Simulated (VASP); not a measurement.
## MgRe3: single point with PBEsol

Crystal: MgRe3.

```
Mg Re
1.0
     0.00000    3.08308    3.08308
     3.08308    0.00000    3.08308
     3.08308    3.08308    0.00000
Mg Re
1 3
Direct
  0.00000 0.00000 0.00000
  0.25000 0.25000 0.25000
  0.50000 0.50000 0.50000
  0.75000 0.75000 0.75000
```

```json
{
 "Program": "VASP 6.6.1",
 "Task": "single point",
 "Functional": "PBEsol",
 "Potentials or basis": "VASP PAW PBE potentials, release 64 (Mg, Re)",
 "Cutoff": "520 eV",
 "k mesh": "6 × 6 × 6",
 "Occupations": "fermi-dirac, width 0.05 eV",
 "Spin": "no spin polarisation"
}
```

```yaml
Pressure: -0.2 GPa
Band_gap_on_the_k_mesh: zero (an odd number of electrons rules out a gap without spin polarisation)
```

Levels at points of the mesh, in eV from the Fermi level:
| k point | band 10 | band 11 | band 12 | band 13 | band 14 | band 15 |
| --- | --- | --- | --- | --- | --- | --- |
| (0.00, 0.00, 0.00) | 1.22 | 1.22 | 1.22 | 1.54 | 1.54 | 2.57 |
| (0.50, 0.00, 0.00) | -1.38 | -1.18 | -1.18 | 1.41 | 1.41 | 1.91 |
| (0.50, 0.50, 0.00) | -1.23 | 0.17 | 0.17 | 0.90 | 1.12 | 1.75 |

Run time: 29 s on 1 thread of Intel Xeon 8259CL, with other jobs on the host, peak memory 0.18 GiB.

Caveat: the PAW data sets were made with another functional, which shifts forces and pressure a little; spin-orbit coupling is left out, which moves the levels of the heavy elements.
